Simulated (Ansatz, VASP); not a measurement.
Sb in VASP and in Ansatz

```
Sb
1.0
     2.15420    1.24373    3.75800
    -2.15420    1.24373    3.75800
     0.00000   -2.48746    3.75800
Sb
2
Direct
  0.23349 0.23349 0.23349
  0.76651 0.76651 0.76651
```

Alike in both runs: task single point; functional PBE; k mesh 12 × 12 × 12; occupations gaussian, width 0.05 eV; non-collinear spin, spin-orbit coupling.

|  | VASP | Ansatz |
| --- | --- | --- |
| version | VASP 6.6.1 | Ansatz 0.2.0 |
| potentials or method | VASP PAW PBE potentials, release 64 (Sb), cutoff 520 eV | plane waves, PAW |
| valence electrons in the cell | 10 | 30 |

Ansatz gave:

```
pressure (GPa)                                                : 2.8
traceless stress, the component that is largest in VASP (GPa) : -0.34
rms of the force components (eV/Å)                            : 0.108
net moment per atom (μB)                                      : 0.00
```

Question: Estimate VASP's values.

Answer: Pressure (GPa): 2.9; traceless stress, the component that is largest in VASP (GPa): -0.38; rms of the force components (eV/Å): 0.137; net moment per atom (μB): 0.00.

Atom by atom the forces differ by 0.029 eV/Å (rms over components). VASP's potentials hold 10 valence electrons a cell and Ansatz's 30, so a difference there can come from the potentials and not from the codes.
